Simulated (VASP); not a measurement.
Input of a VASP 6.6.1 run:

INCAR

```
PREC = Accurate
ENCUT = 520
EDIFF = 1E-7
ISMEAR = 0
SIGMA = 0.15
LREAL = F
LASPH = T
NELM = 100
ALGO = Fast
ISIF = 2
LWAVE = F
LCHARG = T
GGA = PS
LELF = T
LVHAR = T
NBANDS = 12
```

File KPOINTS:

```
Automatic mesh
0
Gamma
  22 22 22
```

The input POSCAR:

```
Cu
1.0
   -0.0416013458      1.8707243280      1.7816422171
    1.6925601062     -0.0416013458      1.7816422171
    1.6509587605      1.8291229822      0.0000000000
Cu
1
Direct
    0.0000000000      0.0000000000      0.0000000000
```

Potentials or basis: VASP PAW PBE potentials, release 64 (Cu).

Run with:

```bash
$ cat potpaw_PBE.64/Cu/POTCAR > POTCAR
$ mpirun -np 1 vasp_std > vasp.out
```

(1) Predict the pressure.

(2) Estimate the band gap on the k mesh.

Results:

(1) 1.9 GPa.

(2) zero (an odd number of electrons rules out a gap without spin polarisation).

Caveat: the cell differs from its parent crystal (engineering shear strain xy -0.0467, strain +e along x and -e along y -0.0500); the PAW data sets were made with another functional, which shifts forces and pressure a little.
